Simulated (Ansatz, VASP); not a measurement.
## One calculation of InSb3, two programs

File INCAR:

```
SYSTEM = InSb3
PREC = Accurate ; ENCUT = 520
EDIFF = 1E-6 ; ISMEAR = 0
SIGMA = 0.15 ; LREAL = .False.
LASPH = .True. ; NELM = 100
ALGO = Normal ; ISIF = 2
LWAVE = .False. ; LCHARG = .False.
GGA = PE ; IVDW = 12
NBANDS = 22
```

Contents of KPOINTS:

```
regular mesh
0
Gamma
  10 10 10
  0 0 0
```

POSCAR

```
InSb3
1.0
    5.1119780680      0.0000000000      0.0000000000
    0.0000000000      5.1119780680      0.0000000000
    0.0000000000      0.0000000000      4.7333130259
In Sb
1 3
Direct
    0.0000000000      0.0000000000      0.0000000000
    0.5000000000      0.0000000000      0.5000000000
    0.0000000000      0.5000000000      0.5000000000
    0.5000000000      0.5000000000      0.0000000000
```

Input for Ansatz:

```yaml
crystal:
  lattice:
    - [5.111978068, 0.0, 0.0]
    - [0.0, 5.111978068, 0.0]
    - [0.0, 0.0, 4.7333130259]
  atoms:
    - { symbol: In, position: [0.0, 0.0, 0.0] }
    - { symbol: Sb, position: [0.5, 0.0, 0.5] }
    - { symbol: Sb, position: [0.0, 0.5, 0.5] }
    - { symbol: Sb, position: [0.5, 0.5, 0.0] }
basis:
  ecutwfc: 420
kpoints:
  mp_grid: { grid: [10, 10, 10] }
hamiltonian:
  xc: pbe
  dispersion: d3bj
scf:
  occupations: { method: gaussian, width: 0.15 }
output:
  forces: true
  stress: true
  eigenvalues: true
```

Change from the starting cell: strain +0.080 along x and y, +0.000 along z, atoms carried along.

Alike in both runs: task single point; functional PBE; dispersion D3(BJ); k mesh 10 × 10 × 10; occupations gaussian, width 0.15 eV; no spin polarisation.

|  | VASP | Ansatz |
| --- | --- | --- |
| version | VASP 6.6.1 | Ansatz 0.2.0 |
| potentials or method | VASP PAW PBE potentials, release 64 (In_d, Sb), cutoff 520 eV | scalar-relativistic, plane waves, PAW |
| valence electrons in the cell | 28 | 58 |

|  | VASP | Ansatz | Ansatz less VASP |
| --- | --- | --- | --- |
| gap on the k mesh at the Fermi level (eV) | none | none | - |
| pressure (GPa) | -6.3 | -6.2 | +0.08 |
| traceless stress, the component that is largest in VASP (GPa) | -0.05 | -0.05 | -0.001 |

A gap of «none» marks a metal or a gap that the smearing closes. VASP's potentials hold 28 valence electrons a cell and Ansatz's 58, so a difference there can come from the potentials and not from the codes.

Neither program's run includes spin-orbit coupling.
